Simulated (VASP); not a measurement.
Set up this calculation in VASP 6.6.1, as the native input.

```
Task                   : relaxation of the atoms
Functional             : PBEsol
Potentials or basis    : VASP PAW PBE potentials, release 64 (As, Al)
Cutoff                 : 450 eV
k mesh                 : 5 × 4 × 1
Occupations            : gaussian, width 0.05 eV
Spin                   : no spin polarisation
Dipole correction      : yes
Further INCAR settings : ALGO = Normal; EDIFF = 1e-07; NELMDL = -8; IBRION = 2; EDIFFG = -0.02; NSW = 80
```

The structure of Al9As10 lies in POSCAR:

```
Al9As10
1.0
    5.6745964864      0.0000000000      0.0000000000
   -2.8372982432      6.3443917443      0.0000000000
    0.0000000000      0.0000000000     26.4199051397
As Al
10 9
Direct
    0.1000000000      0.7000000000      0.2838768709
    0.8000000000      0.1000000000      0.3319042329
    0.5000000000      0.5000000000      0.3799315949
    0.2000000000      0.9000000000      0.4279589570
    0.9000000000      0.3000000000      0.4759863190
    0.6000000000      0.7000000000      0.5240136810
    0.3000000000      0.1000000000      0.5720410430
    0.0000000000      0.5000000000      0.6200684051
    0.7000000000      0.9000000000      0.6680957671
    0.4000000000      0.3000000000      0.7161231291
    0.7000000000      0.4000000000      0.3078905519
    0.4000000000      0.8000000000      0.3559179139
    0.1000000000      0.2000000000      0.4039452759
    0.8000000000      0.6000000000      0.4519726380
    0.5000000000      0.0000000000      0.5000000000
    0.2000000000      0.4000000000      0.5480273620
    0.9000000000      0.8000000000      0.5960547241
    0.6000000000      0.2000000000      0.6440820861
    0.3000000000      0.6000000000      0.6921094481
```

The input as run:

INCAR

```
PREC = Accurate
ENCUT = 450
EDIFF = 1E-7
ISMEAR = 0
SIGMA = 0.05
LREAL = F
LASPH = T
NELM = 120
ALGO = Normal
ISIF = 2
LWAVE = F
LCHARG = F
LDIPOL = T
IDIPOL = 3
DIPOL = 0.5 0.5 0.500
GGA = PS
IBRION = 2
NSW = 80
EDIFFG = -0.02
GGA_COMPAT = F
NELMIN = 4
NELMDL = -8
KPAR = 4
```

KPOINTS

```
Automatic mesh
0
Gamma
  5 4 1
```

Potentials or basis: VASP PAW PBE potentials, release 64 (As, Al).

Run with:

```console
$ cat potpaw_PBE.64/As/POTCAR potpaw_PBE.64/Al/POTCAR > POTCAR
$ mpirun -np 4 vasp_std > vasp.out
```

It gave:

The energy gained by relaxing is 108.6 meV/atom, the ionic steps are 37 and the largest force after relaxing is 0.018 eV/Å. The band gap on the k mesh is zero (an odd number of electrons rules out a gap without spin polarisation).

Caveat: the PAW data sets were made with another functional, which shifts forces and pressure a little; an odd number of electrons without spin polarisation forces a metal; a magnetic or distorted state may lie lower.

It took 80 min on 4 MPI ranks on Intel(R) Xeon(R) Platinum 8488C (Sapphire Rapids), on a shared host, peak memory 1 GiB a rank.
